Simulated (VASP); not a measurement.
# CaO (Fm-3m) in VASP: a series of runs

CaO is run at these levels: PBEsol; tasks: single point, relaxation of cell and atoms.

Program: VASP 6.6.1. These are calculated values, not measurements. Logs are shortened: lines on timing, memory, paths and dates and some standing lists are left out, and cuts for length are marked.

## (1) The cell of the first run

The structure is cubic, space group Fm-3m (No. 225). The conventional cell has a = 4.767 Å, b = 4.767 Å, c = 4.767 Å, α = 90.00°, β = 90.00°, γ = 90.00°. Within 3.1 Å of Ca (site symmetry m-3m) lie 6 O at 2.38 Å. O (site symmetry m-3m) has 6 Ca at 2.38 Å within 3.1 Å.

## (2) Single point, PBEsol

INCAR reads:

```
SYSTEM = CaO
PREC = Accurate
ENCUT = 520
EDIFF = 1E-6
ISMEAR = 0
SIGMA = 0.02
LREAL = .FALSE.
LASPH = .TRUE.
NELM = 60
ALGO = Normal
ISIF = 2
LWAVE = .FALSE.
LCHARG = .TRUE.
GGA = PS
LELF = .TRUE.
LVHAR = .TRUE.
NBANDS = 15
```

KPOINTS reads:

```
Automatic mesh
0
G
  8 8 8
  0 0 0
```

POSCAR reads:

```
CaO
1.0
    0.0000000000      2.3836085895      2.3836085895
    2.3836085895      0.0000000000      2.3836085895
    2.3836085895      2.3836085895      0.0000000000
Ca O
1 1
Direct
    0.0000000000      0.0000000000      0.0000000000
    0.5000000000      0.5000000000      0.5000000000
```

Potentials or basis: VASP PAW PBE potentials, release 64 (Ca_sv, O).

Command:

```sh
$ cat potpaw_PBE.64/Ca_sv/POTCAR potpaw_PBE.64/O/POTCAR > POTCAR
$ mpirun -np 1 vasp_std > vasp.out
```

OUTCAR:

```text
SYSTEM = CaO
   PREC = Accurate
   ENCUT = 520
   EDIFF = 1E-6
   ISMEAR = 0
   LREAL = .FALSE.
   LASPH = .TRUE.
   NELM = 60
   ISIF = 2
   GGA = PS

 ion  position               nearest neighbor table
   1  0.000  0.000  0.000-   2 2.38   2 2.38   2 2.38   2 2.38   2 2.38   2 2.38
   2  0.500  0.500  0.500-   1 2.38   1 2.38   1 2.38   1 2.38   1 2.38   1 2.38

  LATTYP: Found a face centered cubic cell.
 ALAT       =     4.7672171790

  Lattice vectors:

 A1 = (   0.0000000000,   2.3836085895,   2.3836085895)
 A2 = (   2.3836085895,   0.0000000000,   2.3836085895)
 A3 = (   2.3836085895,   2.3836085895,   0.0000000000)

Analysis of symmetry for initial positions (statically):
=====================================================================
 Subroutine PRICEL returns:
 Original cell was already a primitive cell.

 Routine SETGRP: Setting up the symmetry group for a
 face centered cubic supercell.

 Subroutine GETGRP returns: Found 48 space group operations
 (whereof 48 operations were pure point group operations)
 out of a pool of 48 trial point group operations.

The static configuration has the point symmetry O_h .

Analysis of symmetry for dynamics (positions and initial velocities):
=====================================================================
 Subroutine PRICEL returns:
 Original cell was already a primitive cell.

 Routine SETGRP: Setting up the symmetry group for a
 face centered cubic supercell.

 Subroutine GETGRP returns: Found 48 space group operations
 (whereof 48 operations were pure point group operations)
 out of a pool of 48 trial point group operations.

The dynamic configuration has the point symmetry O_h .

 Subroutine INISYM returns: Found 48 space group operations
 (whereof 48 operations are pure point group operations),
 and found     1 'primitive' translations

----------------------------------------------------------------------------------------

                                     Primitive cell

  volume of cell :      27.0854

  direct lattice vectors                    reciprocal lattice vectors
     0.000000000  2.383608590  2.383608590    -0.209765983  0.209765983  0.209765983
     2.383608590  0.000000000  2.383608590     0.209765983 -0.209765983  0.209765983
     2.383608590  2.383608590  0.000000000     0.209765983  0.209765983 -0.209765983

  length of vectors
     3.370931595  3.370931595  3.370931595     0.363325341  0.363325341  0.363325341

  position of ions in fractional coordinates (direct lattice)
[... 85 lines left out ...]
   ISIF   =      2    stress and relaxation
   ISYM   =      2    0-nonsym 1-usesym 2-fastsym
   POTIM  = 0.5000    time-step for ionic-motion
   TEBEG  =    0.0;   TEEND  =   0.0 temperature during run
   PSTRESS=    0.0 pullay stress
   NELECT =      16.0000    total number of electrons
   NUPDOWN=      -1.0000    fix difference up-down
   EMIN   =  10.00;   EMAX   =-10.00  energy-range for DOS
   EFERMI =   0.00;   METHOD = LEGACY
   ISMEAR =     0;   SIGMA  =   0.02  broadening in eV -4-tet -1-fermi 0-gaus
   EFERMI_NEDOS =   21; number of points for ismear=-14 and -15
   IALGO  =     38    algorithm
   IMIX   =      4    mixing-type and parameters
     AMIX     =   0.40;   BMIX     =  1.00
     AMIX_MAG =   1.60;   BMIX_MAG =  1.00
  volume/ion in A,a.u.               =      13.54        91.39
  Fermi-wavevector in a.u.,A,eV,Ry     =   1.373630  2.595785 25.672294  1.886860
  Thomas-Fermi vector in A             =   2.499130
   LORBIT       =      0    0 simple, 1 ext, 2 COOP (PROOUT), +10 PAW based schemes
   GGA     = PS    functional components
   LHFCALC =     F    Hartree Fock is set to
   AEXX    =    0.0000 exact exchange contribution
   IVDW    =     0    specifies the selected vdW correction
   LEPSILON=     F    determine dielectric tensor
   LRPA    =     F    only Hartree local field effects (RPA)
 non-spin polarized calculation
 Gauss-broadening in eV      SIGMA  =   0.02
  energy-cutoff  :      520.00
  volume of cell :       27.09
 maximum number of plane-waves:       745
 NGX is ok and might be reduce to    28
   NGX = 13   NGY = 13   NGZ = 13

 number of electron      15.9999997 magnetization

 Free energy of the ion-electron system (eV)
  ---------------------------------------------------
  ext. energy  EPLUGINS =         0.00000000
  ---------------------------------------------------
  free energy    TOTEN  =       -13.41080325 eV

  energy without entropy =      -13.41080325  energy(sigma->0) =      -13.41080325

 E-fermi :   2.5597     XC(G=0): -10.8586

 val. band max:        2.3360368401   @ k =   0.0000   0.0000   0.0000
 cond. band min:       5.8573316372   @ k =   0.5000   0.5000   0.0000
 fundamental gap:      3.5212947971
 Fermi energy:         2.5596599704

 k-point     1 :       0.0000    0.0000    0.0000
  band No.  band energies     occupation
      1     -34.9528      2.00000
      2     -15.7747      2.00000
      3     -15.7747      2.00000
      4     -15.7747      2.00000
      5     -13.1563      2.00000
      6       2.3360      2.00000
      7       2.3360      2.00000
      8       2.3360      2.00000
      9       7.0989      0.00000
     10       8.5853      0.00000
     11       8.5853      0.00000
     12       8.5853      0.00000
     13      10.1659      0.00000
     14      10.1659      0.00000
[... 401 lines left out ...]
      2     -16.7918      2.00000
      3     -16.0436      2.00000
      4     -15.9154      2.00000
      5     -12.1264      2.00000
      6       0.2035      2.00000
      7       1.1657      2.00000
      8       1.2298      2.00000
      9       9.1358      0.00000
     10       9.1990      0.00000
     11      11.2655      0.00000
     12      11.4680      0.00000
     13      12.7913      0.00000
     14      14.4410      0.00000
     15      16.4078      0.00000

 [... further k-points ...]
[... 5 lines left out ...]
  --------------------------------------------------------------------------------------
  -------------------------------------------------------------------------------------
  Total        0.1028843      0.1028843      0.1028843      0.0000000     -0.0000000      0.0000000
  in kB        6.0859036      6.0859036      6.0859036      0.0000000     -0.0000000      0.0000000
  external PRESSURE =       6.0859036 kB  Pullay stress =       0.0000000 kB

 VOLUME and BASIS-vectors are now :
 -----------------------------------------------------------------------------
  energy-cutoff  :      520.00
  volume of cell :       27.09
      direct lattice vectors                 reciprocal lattice vectors
     0.000000000  2.383608590  2.383608590    -0.209765983  0.209765983  0.209765983
     2.383608590  0.000000000  2.383608590     0.209765983 -0.209765983  0.209765983
     2.383608590  2.383608590  0.000000000     0.209765983  0.209765983 -0.209765983

 POSITION                                       TOTAL-FORCE (eV/Angst)
 -----------------------------------------------------------------------------------
      0.00000      0.00000      0.00000        -0.000000     -0.000000     -0.000000
      2.38361      2.38361      2.38361         0.000000      0.000000      0.000000
 -----------------------------------------------------------------------------------
    total drift:                                0.000000      0.000000      0.000000

  FREE ENERGIE OF THE ION-ELECTRON SYSTEM (eV)
  ---------------------------------------------------
  free  energy   TOTEN  =       -13.4108032544 eV

  energy  without entropy=      -13.4108032544  energy(sigma->0) =      -13.41080325
```

It took 23 s on 1 thread of AMD EPYC 7R13, shared host; peak memory 0.13 GiB.

Results:

| Item | Value |
| --- | --- |
| Free energy | -13.4108 eV |
| Pressure | 0.6 GPa |
| Band gap on the k mesh | 3.52 eV, indirect (least direct gap 3.89 eV) |

Levels at points of the mesh, in eV from the valence-band top:
```csv
k point,band 5,band 6,band 7,band 8,band 9,band 10,band 11,band 12
"(0.00, 0.00, 0.00)",-15.49,0.00,0.00,0.00,4.76,6.25,6.25,6.25
"(0.50, 0.00, 0.00)",-14.14,-2.75,-1.27,-1.27,7.13,8.51,8.51,8.52
"(0.50, 0.50, 0.00)",-15.25,-1.31,-0.37,-0.37,3.52,8.23,9.06,9.76
```

Caveat: the PAW data sets were made with another functional, which shifts forces and pressure a little. A k mesh can miss the band edges.

## (3) Relaxation of cell and atoms, PBEsol

This run uses another cell than the first one, of 14.69 Å³/atom, 1.085 times its volume.

INCAR reads:

```
PREC     = Accurate       # precision mode
ENCUT    = 600            # plane-wave cutoff, eV
EDIFF    = 1E-7           # SCF threshold, eV
ISMEAR   = 0              # smearing method
SIGMA    = 0.02           # smearing width, eV
LREAL    = False          # projectors in reciprocal space
LASPH    = True           # aspherical terms in the spheres
NELM     = 80             # most SCF steps
ALGO     = Normal         # electronic algorithm
ISIF     = 3              # what is computed and relaxed
LWAVE    = False          # write WAVECAR
LCHARG   = False          # write CHGCAR
GGA      = PS             # functional
IBRION   = 2              # ionic algorithm
NSW      = 100            # ionic steps
EDIFFG   = -0.005         # ionic threshold
```

KPOINTS reads:

```
regular mesh
0
Gamma
  8 8 8
```

POSCAR reads:

```
CaO
1.0
    0.0000000000      2.4490000000      2.4490000000
    2.4490000000      0.0000000000      2.4490000000
    2.4490000000      2.4490000000      0.0000000000
Ca O
1 1
Direct
    0.0000000000      0.0000000000      0.0000000000
    0.5000000000      0.5000000000      0.5000000000
```

Potentials or basis: VASP PAW PBE potentials, release 64 (Ca_sv, O).

Command:

```sh
$ cat potpaw_PBE.64/Ca_sv/POTCAR potpaw_PBE.64/O/POTCAR > POTCAR
$ mpirun -np 1 vasp_std > vasp.out
```

Run time: 68 s. Hardware: 1 thread of AMD EPYC 7R13, shared host; peak memory 0.15 GiB.

It converged, with:

```yaml
Free_energy: -13.4169 eV
Relaxed_volume: 13.60 Å³/atom
Relaxed_cell: a = 3.376 Å, b = 3.376 Å, c = 3.376 Å, α = 60.00°, β = 60.00°, γ = 60.00°
Space_group_after_relaxing_to_0.05_Å: Fm-3m (No. 225)
Energy_gained_by_relaxing: 27.1 meV/atom
Ionic_steps: 3
Pressure_after_relaxing: 0.0 GPa
Band_gap_on_the_k_mesh: 3.53 eV, indirect (least direct gap 3.90 eV)
```

Step by step:
| step | energy change (eV) | largest force (eV/Å) | pressure (GPa) | volume (Å³) |
| --- | --- | --- | --- | --- |
| 1 | 0.0000 | 0.0000 | -7.47 | 29.38 |
| 2 | -0.0483 | 0.0000 | 2.94 | 26.56 |
| 3 | -0.0541 | 0.0000 | 0.01 | 27.21 |

Final structure:
```xyz
2
Lattice="0.0000 2.3871 2.3871 2.3871 0.0000 2.3871 2.3871 2.3871 0.0000" Properties=species:S:1:pos:R:3 pbc="T T T"
Ca    0.0000    0.0000    0.0000
O     2.3871    2.3871    2.3871
```

Levels at points of the mesh, in eV from the valence-band top:
| k point | band 5 | band 6 | band 7 | band 8 | band 9 | band 10 | band 11 | band 12 |
| --- | --- | --- | --- | --- | --- | --- | --- | --- |
| (0.00, 0.00, 0.00) | -15.48 | 0.00 | 0.00 | 0.00 | 4.73 | 6.24 | 6.24 | 6.24 |
| (0.50, 0.00, 0.00) | -14.16 | -2.74 | -1.26 | -1.26 | 7.11 | 8.49 | 8.49 | 8.49 |
| (0.50, 0.50, 0.00) | -15.24 | -1.31 | -0.37 | -0.37 | 3.53 | 8.19 | 9.04 | 9.73 |

Caveat: the PAW data sets were made with another functional, which shifts forces and pressure a little.

## (4) Single point, PBEsol

This run uses another cell than the first one, of 14.69 Å³/atom, 1.085 times its volume.

INCAR reads:

```
SYSTEM = CaO
ALGO = Normal
EDIFF = 1E-6
ENCUT = 600
GGA = PS
GGA_COMPAT = .FALSE.
ISIF = 2
ISMEAR = 0
LASPH = .TRUE.
LCHARG = .TRUE.
LELF = .TRUE.
LREAL = .FALSE.
LVHAR = .TRUE.
LWAVE = .FALSE.
NBANDS = 15
NELM = 120
PREC = Accurate
SIGMA = 0.1
```

KPOINTS reads:

```
k-points
0
G
  6 6 6
  0 0 0
```

POSCAR is that of step 3.

Command:

```sh
$ cat potpaw_PBE.64/Ca_sv/POTCAR potpaw_PBE.64/O/POTCAR > POTCAR
$ mpirun -np 1 vasp_std > vasp.out
```

Wall time 6.5 s (1 thread of Intel Xeon 6975P-C (Granite Rapids), shared host); peak memory 0.15 GiB.

The run converged. Its results:

```yaml
Free_energy: -13.3627 eV
Pressure: -7.5 GPa
Band_gap_on_the_k_mesh: 3.55 eV, indirect (least direct gap 3.94 eV)
```

Levels at points of the mesh, in eV from the valence-band top:
```tsv
k point	band 4	band 5	band 6	band 7	band 8	band 9	band 10	band 11	band 12	band 13
(0.00, 0.00, 0.00)	-18.50	-15.34	0.00	0.00	0.00	4.13	6.06	6.06	6.06	7.49
(0.50, 0.00, 0.00)	-18.55	-14.32	-2.56	-1.11	-1.11	6.76	7.91	8.07	8.07	10.01
(0.50, 0.50, 0.00)	-18.69	-15.09	-1.34	-0.39	-0.39	3.55	7.63	8.61	9.22	9.22
```

Caveat: the PAW data sets were made with another functional, which shifts forces and pressure a little.

## (5) Summary

```csv
task,cell,k mesh,cutoff (eV),smearing,gap on the mesh (eV),pressure (GPa)
single point,"a = 3.371 Å, angles 60.0°, 2 atoms",8 × 8 × 8,520,gaussian 0.02 eV,3.52,0.6
relaxation of cell and atoms,"relaxed from a = 3.463 Å, angles 60.0°, 2 atoms",8 × 8 × 8,600,gaussian 0.02 eV,3.53,0.0
single point,"a = 3.463 Å, angles 60.0°, 2 atoms",6 × 6 × 6,600,gaussian 0.1 eV,3.55,-7.5
```

Alike in all rows: level PBEsol; potentials or basis VASP PAW PBE potentials, release 64 (Ca_sv, O); no spin polarisation.

Caveats: the PAW data sets were made with another functional, which shifts forces and pressure a little.

Absolute energies hang on the potentials; compare differences alone.
